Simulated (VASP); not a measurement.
The system is V3F.

```
V F
1.0
     2.23171    1.28848    3.13503
    -2.23171    1.28848    3.13503
     0.00000   -2.57696    3.13503
V F
3 1
Direct
  0.17147 0.17147 0.17147
  0.82853 0.82853 0.82853
  0.50000 0.50000 0.50000
  0.00000 0.00000 0.00000
```

The cell was generated, and may not be a known phase.

| Item | Value |
| --- | --- |
| Program | VASP 6.6.1 |
| Task | relaxation of cell and atoms |
| Functional | PBE |
| Potentials or basis | VASP PAW PBE potentials, release 64 (V_sv, F) |
| Cutoff | 600 eV |
| k mesh | 6 × 6 × 6 |
| Occupations | gaussian, width 0.1 eV |
| Spin | collinear spin, ferrimagnetic start |
| Starting moments | [-2.0, -2.0, 2.0, 0.0] μB |

At the start: pressure 32.7 GPa; volume 13.52 Å³/atom.

Problem. How do energy, volume and symmetry change on relaxing?

Solution. Over 29 steps the energy falls by 666.3 meV/atom and the volume is 13.11 Å³/atom (-3.1 %); space group R-3m (No. 166, to 0.1 Å) before and after; moment 0.00 μB per cell.

The path:
| step | energy change (eV) | largest force (eV/Å) | pressure (GPa) | volume (Å³) |
| --- | --- | --- | --- | --- |
| 1 | 0.0000 | 8.5200 | 32.73 | 54.09 |
| 2 | 0.0104 | 0.1863 | -20.76 | 76.89 |
| 3 | -0.5652 | 0.1023 | -18.09 | 72.31 |
| 4 | -0.9695 | 0.2129 | -15.74 | 69.02 |
| 5 | -1.8231 | 0.1825 | -6.88 | 61.42 |
| 6 | -1.8698 | 1.1685 | 3.13 | 57.72 |
| 7 | -1.9184 | 0.2426 | -2.72 | 59.55 |
| 8 | -1.9229 | 0.3881 | -1.65 | 59.16 |
| 9 | -1.9229 | 0.4307 | -1.37 | 59.06 |
| 10 | -1.9485 | 0.5608 | -0.39 | 58.17 |
| 11 | -2.0250 | 1.0514 | 3.08 | 55.54 |
| 12 | -2.1029 | 1.6907 | 13.37 | 50.47 |
| 13 | -2.1049 | 1.6869 | 13.44 | 50.42 |
| 14 | -2.1105 | 1.6761 | 13.69 | 50.27 |
| 15 | -2.1205 | 1.6546 | 14.31 | 49.97 |
| 16 | -2.1351 | 1.6162 | 15.60 | 49.38 |
| 17 | -2.1409 | 1.5305 | 18.50 | 48.20 |
| 18 | -2.1734 | 1.4481 | 17.66 | 48.32 |
| 19 | -2.2614 | 1.2042 | 15.49 | 48.65 |
| 20 | -2.3976 | 0.7968 | 11.37 | 49.33 |
| 21 | -2.5591 | 0.4392 | 4.78 | 50.70 |
| 22 | -2.6547 | 0.0424 | -2.52 | 53.49 |
| 23 | -2.6587 | 0.0541 | -1.90 | 53.02 |
| 24 | -2.6622 | 0.0185 | -1.35 | 52.86 |
| 25 | -2.6644 | 0.0571 | -0.26 | 52.57 |
| 26 | -2.6645 | 0.0479 | -0.31 | 52.60 |
| 27 | -2.6645 | 0.0456 | -0.37 | 52.61 |
| 28 | -2.6647 | 0.0373 | -0.29 | 52.57 |
| 29 | -2.6652 | 0.0139 | -0.02 | 52.44 |

Final structure:
```cif
data_structure
_symmetry_space_group_name_H-M 'P 1'
_symmetry_Int_Tables_number 1
_cell_length_a 3.9275
_cell_length_b 3.9275
_cell_length_c 3.9275
_cell_angle_alpha 70.914
_cell_angle_beta 70.914
_cell_angle_gamma 70.914
_cell_volume 52.44
loop_
_atom_site_label
_atom_site_type_symbol
_atom_site_fract_x
_atom_site_fract_y
_atom_site_fract_z
_atom_site_occupancy
V1 V 0.24937 0.24937 0.24937 1
V2 V 0.75063 0.75063 0.75063 1
V3 V 0.50000 0.50000 0.50000 1
F1 F 0.00000 0.00000 0.00000 1
```

Caveat: the moments typed at the start vanished in this run.
